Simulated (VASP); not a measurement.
**Rh: single point with r2SCAN**

Crystal: Rh.

```xyz
1
Lattice="0.0000 1.9348 1.9016 1.9016 0.0000 1.9016 1.9016 1.9348 0.0000" Properties=species:S:1:pos:R:3 pbc="T T T"
Rh    0.0000    0.0000    0.0000
```

This cell differs from its parent crystal: strain +0.0175 x Voigt [0, 1, 0, 0, 0, 0].

```json
{"Program": "VASP 6.6.1", "Task": "single point", "Functional": "r2SCAN", "Potentials or basis": "VASP PAW PBE potentials, release 64 (Rh_pv)", "Cutoff": "520 eV", "k mesh": "22 × 22 × 22", "Occupations": "gaussian, width 0.15 eV", "Spin": "no spin polarisation"}
```

```yaml
Pressure: -3.9 GPa
Band_gap_on_the_k_mesh: zero (an odd number of electrons rules out a gap without spin polarisation)
```

Stress tensor (GPa, compression positive):
```
-2.58  0.00  0.00
 0.00 -6.67  0.00
 0.00  0.00 -2.58
```

Levels at points of the mesh, in eV from the Fermi level:
| k point | band 3 | band 4 | band 5 | band 6 | band 7 | band 8 | band 9 | band 10 | band 11 | band 12 |
| --- | --- | --- | --- | --- | --- | --- | --- | --- | --- | --- |
| (0.00, 0.00, 0.00) | -47.75 | -8.04 | -3.21 | -3.01 | -3.01 | -1.15 | -0.93 | 16.74 | 17.42 | 22.03 |
| (0.50, 0.00, 0.00) | -47.84 | -6.18 | -3.28 | -3.09 | 0.53 | 0.62 | 0.93 | 8.91 | 16.28 | 17.42 |
| (0.50, 0.50, 0.00) | -48.02 | -6.37 | -6.01 | 0.49 | 0.94 | 1.11 | 3.59 | 12.82 | 13.70 | 13.89 |
| (0.50, 0.00, 0.50) | -48.00 | -6.36 | -6.00 | 0.51 | 1.01 | 1.01 | 3.21 | 12.32 | 14.12 | 14.12 |

Run time: 2.5 min on 1 thread of Intel(R) Xeon(R) 6975P-C (Granite Rapids) (shared host), peak memory 0.25 GiB.

Caveat: the cell differs from its parent crystal (strain +0.0175 x Voigt [0, 1, 0, 0, 0, 0]); the cell stands under tension; an empty level that is flat over the whole mesh can mark a ghost state of the potentials, or a narrow d or f band; the PAW data sets were made with another functional, which shifts forces and pressure a little.
